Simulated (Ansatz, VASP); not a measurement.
**Sn2GeSe3 in VASP and in Ansatz**

Contents of INCAR:

```
SYSTEM = Sn2GeSe3
  PREC = Accurate
  ENCUT = 520
  EDIFF = 1E-7
  ISMEAR = 0
  SIGMA = 0.1
  LREAL = .False.
  LASPH = .True.
  NELM = 80
  ALGO = Normal
  ISIF = 2
  LWAVE = .False.
  LCHARG = .True.
  GGA = PE
  LELF = .True.
  LVHAR = .True.
  NBANDS = 39
```

KPOINTS

```
Automatic mesh
0
Gamma
  6 6 6
  0 0 0
```

Contents of POSCAR:

```
Sn2GeSe3
1.0
   -2.1134189100      2.9888256900      6.3402567400
    2.1134189100     -2.9888256900      6.3402567400
    2.1134189100      2.9888256900     -6.3402567400
Sn Ge Se
2 1 3
Direct
    0.3333333300      0.3333333300      0.0000000000
    0.6666666700      0.6666666700      0.0000000000
    0.0000000000      0.0000000000      0.0000000000
    0.8333333300      0.3333333300      0.5000000000
    0.5000000000      0.0000000000      0.5000000000
    0.1666666700      0.6666666700      0.5000000000
```

Input for Ansatz:

```yaml
crystal:
  lattice:
    - [-2.11341891, 2.98882569, 6.34025674]
    - [2.11341891, -2.98882569, 6.34025674]
    - [2.11341891, 2.98882569, -6.34025674]
  atoms:
    - { symbol: Sn, position: [0.33333333, 0.33333333, 0.0] }
    - { symbol: Sn, position: [0.66666667, 0.66666667, 0.0] }
    - { symbol: Ge, position: [0.0, 0.0, 0.0] }
    - { symbol: Se, position: [0.83333333, 0.33333333, 0.5] }
    - { symbol: Se, position: [0.5, 0.0, 0.5] }
    - { symbol: Se, position: [0.16666667, 0.66666667, 0.5] }
basis:
  ecutwfc: 420
kpoints:
  mp_grid: { grid: [6, 6, 6] }
hamiltonian:
  xc: pbe
scf:
  occupations: { method: gaussian, width: 0.1 }
  lower_state_search: "off"
output:
  forces: true
  stress: true
  eigenvalues: true
```

Alike in both runs: task single point; functional PBE; k mesh 6 × 6 × 6; occupations gaussian, width 0.1 eV; no spin polarisation.

|  | VASP | Ansatz |
| --- | --- | --- |
| version | VASP 6.6.1 | Ansatz 0.2.0 |
| potentials or method | VASP PAW PBE potentials, release 64 (Sn_d, Ge_d, Se), cutoff 520 eV | scalar-relativistic, plane waves, PAW |
| valence electrons in the cell | 60 | 90 |

|  | VASP | Ansatz | Ansatz less VASP |
| --- | --- | --- | --- |
| gap on the k mesh at the Fermi level (eV) | 0.38 | 0.38 | -0.001 |
| least direct gap on the mesh (eV) | 0.38 | 0.38 | -0.001 |
| pressure (GPa) | -1.0 | -1.0 | -0.01 |
| traceless stress, the component that is largest in VASP (GPa) | -0.05 | -0.05 | 0.000 |
| rms of the force components (eV/Å) | 0.173 | 0.173 | +0.0001 |

Atom by atom the forces differ by 0.000 eV/Å (rms over components). VASP's potentials hold 60 valence electrons a cell and Ansatz's 90, so a difference there can come from the potentials and not from the codes.
